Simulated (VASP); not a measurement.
Crystal: MgB (CsCl type).

```
CELL_PARAMETERS angstrom
2.94125 0.00000 0.00000
0.00000 2.94125 0.00000
0.00000 0.00000 2.94125
ATOMIC_POSITIONS crystal
B 0.00000 0.00000 0.00000
Mg 0.50000 0.50000 0.50000
```

```yaml
Program: VASP 6.6.1
Task: relaxation of cell and atoms
Functional: PBE
Potentials_or_basis: VASP PAW PBE potentials, release 64 (B, Mg)
Cutoff: 600 eV
k_mesh: 11 × 11 × 11
Occupations: fermi-dirac, width 0.05 eV
Spin: no spin polarisation
```

At the start: pressure -4.0 GPa; volume 12.72 Å³/atom.

Q: How do energy, volume and symmetry change on relaxing?

A: Over 3 steps the energy falls by 8.4 meV/atom and the volume is 12.08 Å³/atom (-5.1 %); space group Pm-3m (No. 221, to 0.05 Å).

Step by step:
| step | energy change (eV) | largest force (eV/Å) | pressure (GPa) | volume (Å³) |
| --- | --- | --- | --- | --- |
| 1 | 0.0000 | 0.0000 | -3.99 | 25.44 |
| 2 | -0.0165 | 0.0000 | -0.49 | 24.30 |
| 3 | -0.0167 | 0.0000 | -0.01 | 24.16 |

Final structure:
```
CELL_PARAMETERS angstrom
2.89079 0.00000 0.00000
0.00000 2.89079 0.00000
0.00000 0.00000 2.89079
ATOMIC_POSITIONS crystal
B 0.00000 0.00000 0.00000
Mg 0.50000 0.50000 0.50000
```
